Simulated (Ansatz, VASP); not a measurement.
Bi in VASP and in Ansatz

INCAR

```
SYSTEM = Bi
PREC = Accurate
ENCUT = 520
EDIFF = 1E-7
ISMEAR = -1
SIGMA = 0.1
LREAL = .False.
LASPH = .True.
NELM = 80
ALGO = Normal
ISIF = 2
LWAVE = .False.
LCHARG = .False.
GGA = CA
NBANDS = 22
```

Contents of KPOINTS:

```
Automatic mesh
0
Gamma
  14 14 14
  0 0 0
```

File POSCAR:

```
Bi
1.0
    2.2451514826      1.2962388128      3.8388382945
   -2.2451514826      1.2962388128      3.8388382945
    0.0000000000     -2.5924776257      3.8388382945
Bi
2
Direct
    0.2371145469      0.2371145469      0.2371145469
    0.7628854531      0.7628854531      0.7628854531
```

Input for Ansatz:

```yaml
crystal:
  lattice:
    - [2.2451514826, 1.2962388128, 3.8388382945]
    - [-2.2451514826, 1.2962388128, 3.8388382945]
    - [0.0, -2.5924776257, 3.8388382945]
  atoms:
    - { symbol: Bi, position: [0.2371145469, 0.2371145469, 0.2371145469] }
    - { symbol: Bi, position: [0.7628854531, 0.7628854531, 0.7628854531] }
hamiltonian:
  xc: lda
  pseudopotentials:
    kind: paw
    azcp:
      Bi: "pseudopotentials/Bi.paw.azcp"
basis:
  ecutwfc: 420
  fft_grid_basis: typed
kpoints:
  mp_grid: { grid: [14, 14, 14], shift: [0, 0, 0] }
magnetization:
  spin_polarized: false
scf:
  occupations: { method: fermi_dirac, width: 0.1 }
  lower_state_search: "off"
output:
  stress: true
```

Alike in both runs: task single point; functional LDA; k mesh 14 × 14 × 14; occupations fermi-dirac, width 0.1 eV; no spin polarisation.

|  | VASP | Ansatz |
| --- | --- | --- |
| version | VASP 6.6.1 | Ansatz 0.2.0 |
| potentials or method | VASP PAW LDA potentials, release 64 (Bi_d), cutoff 520 eV | plane waves (420 eV) with PAW, scalar-relativistic |
| valence electrons in the cell | 30 | 30 |

|  | VASP | Ansatz | Ansatz less VASP |
| --- | --- | --- | --- |
| pressure (GPa) | 0.1 | 0.0 | -0.09 |

Ansatz warns that its potentials were made for another functional, while VASP's fit it. LDA's correlation is that of Perdew and Zunger in VASP and of Perdew and Wang (1992) in Ansatz.

Spin-orbit coupling is off throughout.
